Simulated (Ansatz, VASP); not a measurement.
## Two plane-wave programs on SiC

```xyz
12
Lattice="1.5366 -2.6614 0.0000 1.5366 2.6614 0.0000 0.0000 0.0000 15.0787" Properties=species:S:1:pos:R:3 pbc="T T T"
Si    1.5366    1.7743   12.9331
Si    1.5366   -1.7743    5.3937
Si    1.5366    0.0000    7.9087
Si    1.5366    0.0000    0.3693
Si    1.5366   -1.7743   10.4226
Si    1.5366    1.7743    2.8832
C     1.5366    0.0000    9.7986
C     1.5366    0.0000    2.2593
C     1.5366    1.7743   14.8178
C     1.5366   -1.7743    7.2784
C     1.5366   -1.7743   12.3073
C     1.5366    1.7743    4.7680
```

Alike in both runs: functional PBE; dispersion D3(BJ); k mesh 12 × 12 × 2; occupations gaussian, width 0.02 eV; no spin polarisation.

Ansatz relaxed the structure, and its values are those at the end. VASP's run is a single point on that final structure, the one shown.

|  | VASP | Ansatz |
| --- | --- | --- |
| version | VASP 6.6.1 | Ansatz 0.2.0 |
| potentials or method | VASP PAW PBE potentials, release 64 (Si, C), cutoff 520 eV | scalar-relativistic, plane waves, PAW |
| valence electrons in the cell | 48 | 48 |

|  | VASP | Ansatz | Ansatz less VASP |
| --- | --- | --- | --- |
| gap on the k mesh at the Fermi level (eV) | 2.02 | 2.03 | +0.002 |
| least direct gap on the mesh (eV) | 3.12 | 3.13 | +0.003 |
| pressure (GPa) | -0.1 | 0.0 | +0.06 |

Ansatz's warnings: near symmetry operations not taken.
